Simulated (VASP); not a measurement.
Runs of VASP 6.6.1 on ZrB2 (k07). The structure is that of space group P6/mmm (No. 191), or close to it. The cells are those of the table. 

| task | cell | k mesh | cutoff (eV) | smearing | gap on the mesh (eV) | pressure (GPa) | relaxed volume (Å³/atom) |
| --- | --- | --- | --- | --- | --- | --- | --- |
| single point | a = 3.136, b = 3.136, c = 3.486 Å, angles 90.0, 90.0, 120.0°, 3 atoms | 9 × 9 × 6 | 520 | gaussian 0.1 eV | none | (a) | - |
| relaxation of cell and atoms | relaxed from a = 3.136, b = 3.136, c = 3.486 Å, angles 90.0, 90.0, 120.0°, 3 atoms | 21 × 21 × 18 | 600 | gaussian 0.1 eV | none | 0.0 | 9.90 |
| single point | a = 3.133, b = 3.133, c = 3.489 Å, angles 90.0, 90.0, 120.0°, 3 atoms | 21 × 21 × 18 | 520 | gaussian 0.1 eV | none | 0.5 | - |
| relaxation of cell and atoms | relaxed from a = 3.133, b = 3.133, c = 3.489 Å, angles 90.0, 90.0, 120.0°, 3 atoms | 21 × 21 × 18 | 600 | fermi-dirac 0.15 eV | none | 0.0 | 9.91 |
| single point | a = 3.133, b = 3.133, c = 3.489 Å, angles 90.0, 90.0, 120.0°, 3 atoms | 21 × 21 × 18 | 520 | fermi-dirac 0.15 eV | none | 0.5 | - |

Alike in all rows: level LDA; potentials or basis VASP PAW LDA potentials, release 64 (Zr_sv, B); no spin polarisation.

Task: Estimate the missing entries.

Result: (a) 0.3.

A k mesh can miss the band edges, and the runs leave out spin-orbit coupling on Zr.

A gap of «none» marks levels without a gap at the run's occupations.
